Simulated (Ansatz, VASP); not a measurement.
Al in VASP and in Ansatz

Contents of INCAR:

```
SYSTEM = Al
ALGO     = Normal         ! electronic algorithm
EDIFF    = 1E-6           ! SCF threshold, eV
ENCUT    = 520            ! plane-wave cutoff, eV
GGA      = PS             ! functional
ISIF     = 2              ! what is computed and relaxed
ISMEAR   = 1              ! smearing method
LASPH    = .True.         ! aspherical terms in the spheres
LCHARG   = .False.        ! write CHGCAR
LREAL    = .False.        ! projectors in reciprocal space
LWAVE    = .False.        ! write WAVECAR
NBANDS   = 14             ! bands
NELM     = 60             ! most SCF steps
PREC     = Accurate       ! precision mode
SIGMA    = 0.1            ! smearing width, eV
```

The input KPOINTS:

```
k-points
0
Gamma
  3 3 1
  0 0 0
```

File POSCAR:

```
Al
1.0
    2.8270770000      0.0000000000      0.0000000000
   -1.4135390000      2.4483210000      0.0000000000
    0.0000000000      0.0000000000      9.1859930000
Al
4
Direct
    0.0000000000      0.0000000000      0.0000000000
    0.3333333333      0.6666666667      0.2500000000
    0.0000000000      0.0000000000      0.5000000000
    0.6666666667      0.3333333333      0.7500000000
```

Input for Ansatz:

```yaml
crystal:
  lattice:
    - [2.827077, 0.0, 0.0]
    - [-1.413539, 2.448321, 0.0]
    - [0.0, 0.0, 9.185993]
  atoms:
    - { symbol: Al, position: [0.0, 0.0, 0.0] }
    - { symbol: Al, position: [0.3333333333333333, 0.6666666666666666, 0.25] }
    - { symbol: Al, position: [0.0, 0.0, 0.5] }
    - { symbol: Al, position: [0.6666666666666666, 0.3333333333333333, 0.75] }
basis:
  ecutwfc: 462.593566181796
kpoints:
  mp_grid:
    grid: [3, 3, 1]
hamiltonian:
  xc: pbesol
  pseudopotentials:
    kind: paw
scf:
  occupations:
    method: cold
output:
  forces: true
  stress: true
```

Alike in both runs: task single point; functional PBEsol; k mesh 3 × 3 × 1; no spin polarisation.

|  | VASP | Ansatz |
| --- | --- | --- |
| version | VASP 6.6.1 | Ansatz 0.2.0 |
| potentials or method | VASP PAW PBE potentials, release 64 (Al), cutoff 520 eV | plane waves, PAW |
| occupations | methfessel-paxton of order 1, width 0.1 eV | cold |
| valence electrons in the cell | 12 | 12 |

Ansatz gave:

```
pressure (GPa)                                                : 2.0
traceless stress, the component that is largest in VASP (GPa) : 9.48
```

Task: Which values does VASP return?

Result: Pressure (GPa): 2.1; traceless stress, the component that is largest in VASP (GPa): 9.45.

VASP's potentials were made for PBE, not for PBEsol.

The k mesh is coarse, so the values compare programs but aren't converged.
